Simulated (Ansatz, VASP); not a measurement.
BaF2 in VASP and in Ansatz

```
Ba F
1.0
     0.00000    3.02246    3.02246
     3.02246    0.00000    3.02246
     3.02246    3.02246    0.00000
Ba F
1 2
Direct
  0.00000 0.00000 0.00000
  0.25000 0.25000 0.25000
  0.75000 0.75000 0.75000
```

Alike in both runs: functional LDA; k mesh 6 × 6 × 6; occupations gaussian, width 0.02 eV; no spin polarisation.

Ansatz relaxed the structure, and its values are those at the end. VASP's run is a single point on that final structure, the one shown.

|  | VASP | Ansatz |
| --- | --- | --- |
| version | VASP 6.6.1 | Ansatz 0.2.0 |
| potentials or method | VASP PAW LDA potentials, release 64 (Ba_sv, F), cutoff 600 eV | scalar-relativistic, plane waves, PAW |
| valence electrons in the cell | 24 | 24 |

|  | VASP | Ansatz | Ansatz less VASP |
| --- | --- | --- | --- |
| gap on the k mesh at the Fermi level (eV) | 6.73 | 6.81 | +0.079 |
| least direct gap on the mesh (eV) | 6.83 | 6.93 | +0.097 |
| pressure (GPa) | 1.6 | 0.0 | -1.59 |

LDA's correlation is that of Perdew and Zunger in VASP and of Perdew and Wang (1992) in Ansatz.

Neither program's run includes spin-orbit coupling.
